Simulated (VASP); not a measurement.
# Sn (I4_1/amd) in VASP: settings compared

Aim: see how the results for Sn move with the level of theory and the settings. Levels: RPBE, PBEsol. Tasks: relaxation of cell and atoms.

All numbers are computed with VASP 6.6.1; they aren't measurements. Logs are shortened: lines on timing, memory, paths and dates and some standing lists are left out, and cuts for length are marked.

## (1) The cell of the first run

The structure is tetragonal, space group I4_1/amd (No. 141). The conventional cell has a = 5.880 Å, b = 5.880 Å, c = 3.199 Å, α = 90.00°, β = 90.00°, γ = 90.00°. Sn (site symmetry -4m2) has 10 Sn at 3.05 to 3.79 Å within 4.0 Å.

## (2) Relaxation of cell and atoms, RPBE

The input, INCAR:

```
SYSTEM = Sn
PREC = Accurate
ENCUT = 600
EDIFF = 1E-6
ISMEAR = -1
SIGMA = 0.05
LREAL = .False.
LASPH = .True.
NELM = 60
ALGO = Normal
ISIF = 3
LWAVE = .False.
LCHARG = .False.
GGA = RP
IBRION = 2
NSW = 80
EDIFFG = -0.02
```

The input, KPOINTS:

```
Automatic mesh
0
Gamma
  9 9 9
  0 0 0
```

The input, POSCAR:

```
Sn
1.0
   -2.9401404553      2.9401404553      1.5993019889
    2.9401404553     -2.9401404553      1.5993019889
    2.9401404553      2.9401404553     -1.5993019889
Sn
2
Direct
    0.0000000000      0.0000000000      0.0000000000
    0.7500000000      0.2500000000      0.5000000000
```

Potentials or basis: VASP PAW PBE potentials, release 64 (Sn_d).

On the command line:

```bash
$ cat potpaw_PBE.64/Sn_d/POTCAR > POTCAR
$ mpirun -np 1 vasp_std > vasp.out
```

OUTCAR:

```text
SYSTEM = Sn
   PREC = Accurate
   ENCUT = 600
   EDIFF = 1E-6
   ISMEAR = -1
   LREAL = .False.
   LASPH = .True.
   NELM = 60
   ISIF = 3
   GGA = RP
   IBRION = 2
   NSW = 80
   EDIFFG = -0.02

 ion  position               nearest neighbor table
   1  0.000  0.000  0.000-   2 3.05   2 3.05   2 3.05   2 3.05
   2  0.750  0.250  0.500-   1 3.05   1 3.05   1 3.05   1 3.05

  LATTYP: Found a body centered tetragonal cell.
 ALAT       =     5.8802809106
 C/A-ratio  =     0.5439542815

  Lattice vectors:

 A1 = (  -2.9401404553,   2.9401404553,   1.5993019889)
 A2 = (   2.9401404553,  -2.9401404553,   1.5993019889)
 A3 = (   2.9401404553,   2.9401404553,  -1.5993019889)

Analysis of symmetry for initial positions (statically):
=====================================================================
 Subroutine PRICEL returns:
 Original cell was already a primitive cell.

 Routine SETGRP: Setting up the symmetry group for a
 body centered tetragonal supercell.

 Subroutine GETGRP returns: Found 16 space group operations
 (whereof  8 operations were pure point group operations)
 out of a pool of 16 trial point group operations.

The static configuration has the point symmetry D_2d.
 The point group associated with its full space group is D_4h.

Analysis of symmetry for dynamics (positions and initial velocities):
=====================================================================
 Subroutine PRICEL returns:
 Original cell was already a primitive cell.

 Routine SETGRP: Setting up the symmetry group for a
 body centered tetragonal supercell.

 Subroutine GETGRP returns: Found 16 space group operations
 (whereof  8 operations were pure point group operations)
 out of a pool of 16 trial point group operations.

The dynamic configuration has the point symmetry D_2d.
 The point group associated with its full space group is D_4h.

 Subroutine INISYM returns: Found 16 space group operations
 (whereof  8 operations are pure point group operations),
 and found     1 'primitive' translations

----------------------------------------------------------------------------------------

                                     Primitive cell

  volume of cell :      55.3002

  direct lattice vectors                    reciprocal lattice vectors
    -2.940140455  2.940140455  1.599301989     0.000000000  0.170059903  0.312636390
     2.940140455 -2.940140455  1.599301989     0.170059903  0.000000000  0.312636390
     2.940140455  2.940140455 -1.599301989     0.170059903  0.170059903  0.000000000

  length of vectors
     4.454954393  4.454954393  4.454954393     0.355895888  0.355895888  0.240501021

  position of ions in fractional coordinates (direct lattice)
     0.000000000  0.000000000  0.000000000
     0.750000000  0.250000000  0.500000000

  ion indices of the primitive-cell ions
   primitive index   ion index
                 1           1
                 2           2

----------------------------------------------------------------------------------------

 KPOINTS: Automatic mesh

Automatic generation of k-mesh.
 Grid dimensions read from file:
 generate k-points for:    9    9    9

 Generating k-lattice:

  Cartesian coordinates                     Fractional coordinates (reciprocal lattice)
     0.000000000  0.018895545  0.034737377     0.111111111 -0.000000000  0.000000000
     0.018895545  0.000000000  0.034737377    -0.000000000  0.111111111  0.000000000
     0.018895545  0.018895545  0.000000000     0.000000000  0.000000000  0.111111111

  Length of vectors
     0.039543988  0.039543988  0.026722336

  Shift w.r.t. Gamma in fractional coordinates (k-lattice)
     0.000000000  0.000000000  0.000000000

 Subroutine IBZKPT returns following result:
 ===========================================

 Found     75 irreducible k-points:

 Following reciprocal coordinates:
            Coordinates               Weight
  0.000000  0.000000  0.000000      1.000000
  0.111111 -0.000000  0.000000      8.000000
  0.222222 -0.000000  0.000000      8.000000
  0.333333 -0.000000  0.000000      8.000000
  0.444444 -0.000000  0.000000      8.000000
  0.111111  0.111111  0.000000      8.000000
[... 16 lines left out ...]
 -0.333333  0.333333  0.000000      4.000000
  0.444444  0.444444 -0.000000      8.000000
 [... further k-points ...]
   k-points           NKPTS =     75   k-points in BZ     NKDIM =     75   number of bands    NBANDS=     18
   number of dos      NEDOS =    301   number of ions     NIONS =      2
   total plane-waves  NPLWV =  46656
   dimension x,y,z NGX =    36 NGY =   36 NGZ =   36
   dimension x,y,z NGXF=    72 NGYF=   72 NGZF=   72
   ions per type =               2
   NGX,Y,Z   is equivalent  to a cutoff of  13.43, 13.43, 13.43 a.u.
   NGXF,Y,Z  is equivalent  to a cutoff of  26.87, 26.87, 26.87 a.u.
 SYSTEM =  Sn
   PREC   = accura    normal or accurate (medium, high low for compatibility)
   ISTART =      0    job   : 0-new  1-cont  2-samecut
   ICHARG =      2    charge: 1-file 2-atom 10-const
   ISPIN  =      1    spin polarized calculation?
   LNONCOLLINEAR =      F non collinear calculations
   LSORBIT =      F    spin-orbit coupling
   LASPH  =      T    aspherical Exc in radial PAW
   ENCUT  =  600.0 eV  44.10 Ry    6.64 a.u.   8.90  8.90  8.90*2*pi/ulx,y,z
   NELM   =     60;   NELMIN=  2; NELMDL= -5     # of ELM steps
   EDIFF  = 0.1E-05   stopping-criterion for ELM
   LREAL  =      F    real-space projection
   EDIFFG = -.2E-01   stopping-criterion for IOM
   NSW    =     80    number of steps for IOM
   IBRION =      2    ionic relax: 0-MD 1-quasi-New 2-CG
   NFREE  =      1    steps in history (QN), initial steepest desc. (CG)
   ISIF   =      3    stress and relaxation
   ISYM   =      2    0-nonsym 1-usesym 2-fastsym
   POTIM  = 0.5000    time-step for ionic-motion
   TEBEG  =    0.0;   TEEND  =   0.0 temperature during run
   PSTRESS=    0.0 pullay stress
   NELECT =      28.0000    total number of electrons
   NUPDOWN=      -1.0000    fix difference up-down
   EMIN   =  10.00;   EMAX   =-10.00  energy-range for DOS
   EFERMI =   0.00;   METHOD = LEGACY
   ISMEAR =    -1;   SIGMA  =   0.05  broadening in eV -4-tet -1-fermi 0-gaus
   EFERMI_NEDOS =   21; number of points for ismear=-14 and -15
   IALGO  =     38    algorithm
   IMIX   =      4    mixing-type and parameters
     AMIX     =   0.40;   BMIX     =  1.00
     AMIX_MAG =   1.60;   BMIX_MAG =  1.00
  volume/ion in A,a.u.               =      27.65       186.59
  Fermi-wavevector in a.u.,A,eV,Ry     =   1.304824  2.465760 23.164816  1.702566
  Thomas-Fermi vector in A             =   2.435734
   LORBIT       =      0    0 simple, 1 ext, 2 COOP (PROOUT), +10 PAW based schemes
   GGA     = RP    functional components
   LHFCALC =     F    Hartree Fock is set to
   AEXX    =    0.0000 exact exchange contribution
   IVDW    =     0    specifies the selected vdW correction
   LEPSILON=     F    determine dielectric tensor
   LRPA    =     F    only Hartree local field effects (RPA)
 conjugate gradient relaxation of ions
 non-spin polarized calculation
  energy-cutoff  :      600.00
  volume of cell :       55.30
 maximum number of plane-waves:      1880
   NGX = 17   NGY = 17   NGZ = 17

--------------------------------------- Ionic step        1  -------------------------------------------

 number of electron      27.9999989 magnetization

 Free energy of the ion-electron system (eV)
  ---------------------------------------------------
  ext. energy  EPLUGINS =         0.00000000
  ---------------------------------------------------
  free energy    TOTEN  =        -6.84160494 eV

  energy without entropy =       -6.83404426  energy(sigma->0) =       -6.83782460

 E-fermi :   7.8806     XC(G=0): -10.1351

 val. band max:        7.8747913953   @ k =  -0.2222   0.4444   0.2222
 cond. band min:       7.8922419412   @ k =  -0.2222  -0.2222   0.1111
 fundamental gap:      0.0174505458
 Fermi energy:         7.8806391088

 k-point     1 :       0.0000    0.0000    0.0000
  band No.  band energies     occupation
      1     -13.8341      2.00000
      2     -13.7595      2.00000
      3     -13.7157      2.00000
      4     -13.7073      2.00000
      5     -13.5670      2.00000
      6     -13.5670      2.00000
[... 10 lines left out ...]
     17      14.0139      0.00000
     18      14.6516      0.00000
[... 541 lines left out ...]
 POSITION                                       TOTAL-FORCE (eV/Angst)
 -----------------------------------------------------------------------------------
      0.00000      0.00000     -0.00000         0.000000     -0.000000     -0.000000
      0.00000      3.01359      0.81658        -0.000000      0.000000      0.000000
 -----------------------------------------------------------------------------------
    total drift:                               -0.000000      0.000000     -0.000000

  FREE ENERGIE OF THE ION-ELECTRON SYSTEM (eV)
  ---------------------------------------------------
  free  energy   TOTEN  =        -6.8679388892 eV

  energy  without entropy=       -6.8605108228  energy(sigma->0) =       -6.86422486

--------------------------------------- Ionic step        3  -------------------------------------------

 number of electron      28.0000004 magnetization

 Free energy of the ion-electron system (eV)
  ---------------------------------------------------
  ext. energy  EPLUGINS =         0.00000000
  ---------------------------------------------------
  free energy    TOTEN  =        -6.86932143 eV

  energy without entropy =       -6.86190832  energy(sigma->0) =       -6.86561488

 E-fermi :   7.2017     XC(G=0):  -9.8686

 val. band max:        7.1583294988   @ k =  -0.2222  -0.2222   0.1111
 cond. band min:       7.2030228447   @ k =   0.4444   0.3333   0.0000
 fundamental gap:      0.0446933459
 Fermi energy:         7.2017350036

 k-point     1 :       0.0000    0.0000    0.0000
  band No.  band energies     occupation
      1     -14.4369      2.00000
      2     -14.3804      2.00000
      3     -14.3351      2.00000
      4     -14.3344      2.00000
      5     -14.2153      2.00000
      6     -14.2153      2.00000
[... 10 lines left out ...]
     17      13.0324      0.00000
     18      13.6280      0.00000
[... 505 lines left out ...]
 POSITION                                       TOTAL-FORCE (eV/Angst)
 -----------------------------------------------------------------------------------
      0.00000      0.00000     -0.00000        -0.000000     -0.000000     -0.000000
      0.00000      2.99965      0.81336         0.000000      0.000000      0.000000
 -----------------------------------------------------------------------------------
    total drift:                               -0.000000      0.000000     -0.000000

  FREE ENERGIE OF THE ION-ELECTRON SYSTEM (eV)
  ---------------------------------------------------
  free  energy   TOTEN  =        -6.8693214341 eV

  energy  without entropy=       -6.8619083160  energy(sigma->0) =       -6.86561488

 reached required accuracy - stopping structural energy minimisation
```

Wall time 1.7 min (1 thread of Intel Xeon Platinum 8488C (Sapphire Rapids), shared host); peak memory 0.26 GiB.

Results:

| Item | Value |
| --- | --- |
| Free energy | -6.8693 eV |
| Relaxed volume | 29.27 Å³/atom |
| Relaxed cell | a = 4.543 Å, b = 4.543 Å, c = 4.543 Å, α = 97.37°, β = 97.37°, γ = 138.04° |
| Space group after relaxing (to 0.05 Å) | I4_1/amd (No. 141) |
| Energy gained by relaxing | 13.9 meV/atom |
| Ionic steps | 3 |
| Pressure after relaxing | 0.0 GPa |
| Band gap on the k mesh | zero (band 14 reaches 8.37 eV, above the bottom of band 15 at 4.66 eV) |

The path:
```
step  energy change (eV)  largest force (eV/Å)  pressure (GPa)  volume (Å³)
   1              0.0000                0.0000            2.85        55.30
   2             -0.0263                0.0000           -0.56        59.33
   3             -0.0277                0.0000           -0.03        58.55
```

Final structure:
```cif
data_structure
_symmetry_space_group_name_H-M 'P 1'
_symmetry_Int_Tables_number 1
_cell_length_a 4.5434
_cell_length_b 4.5434
_cell_length_c 4.5434
_cell_angle_alpha 97.365
_cell_angle_beta 97.365
_cell_angle_gamma 138.040
_cell_volume 58.55
loop_
_atom_site_label
_atom_site_type_symbol
_atom_site_fract_x
_atom_site_fract_y
_atom_site_fract_z
_atom_site_occupancy
Sn1 Sn 0.00000 0.00000 0.00000 1
Sn2 Sn 0.75000 0.25000 0.50000 1
```

Caveat: the PAW data sets were made with another functional, which shifts forces and pressure a little; spin-orbit coupling is left out, which moves the levels of the heavy elements.

(Part 1 of 2 ends here.)
